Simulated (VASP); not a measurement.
LuSb, 2 atoms in the cell. It takes space group Fm-3m (No. 225, cubic). Conventional cell: a = 5.956 Å, b = 5.956 Å, c = 5.956 Å, α = 90.00°, β = 90.00°, γ = 90.00°. Lu (site symmetry m-3m) has 6 Sb at 2.98 Å within 3.9 Å. Sb (site symmetry m-3m) has 6 Lu at 2.98 Å within 3.9 Å. 

* Program: VASP 6.6.1
* Task: vibrations by perturbation theory
* Functional: PBEsol
* Potentials or basis: VASP PAW PBE potentials, release 64 (Lu, Sb)
* Cutoff: 520 eV
* k mesh: 10 × 10 × 10
* Occupations: fermi-dirac, width 0.1 eV
* Spin: no spin polarisation
* Dipole correction: no
* Further INCAR settings: ALGO = Normal; EDIFF = 1e-08; NBANDS = 22; IBRION = 8; NSW = 1

Potentials or basis: VASP PAW PBE potentials, release 64 (Lu, Sb).

Command:

```bash
$ cat potpaw_PBE.64/Lu/POTCAR potpaw_PBE.64/Sb/POTCAR > POTCAR
$ mpirun -np 1 vasp_std > vasp.out
```

Hardware: 1 thread of Oxide Virtual Turin-like Processor, with other jobs on the host.

Task: How long does it take, and how much memory?

Result: It took 17 min on 1 thread of Oxide Virtual Turin-like Processor, on a shared host, peak memory 0.38 GiB. Counts: scf iterations 56, k points 47.
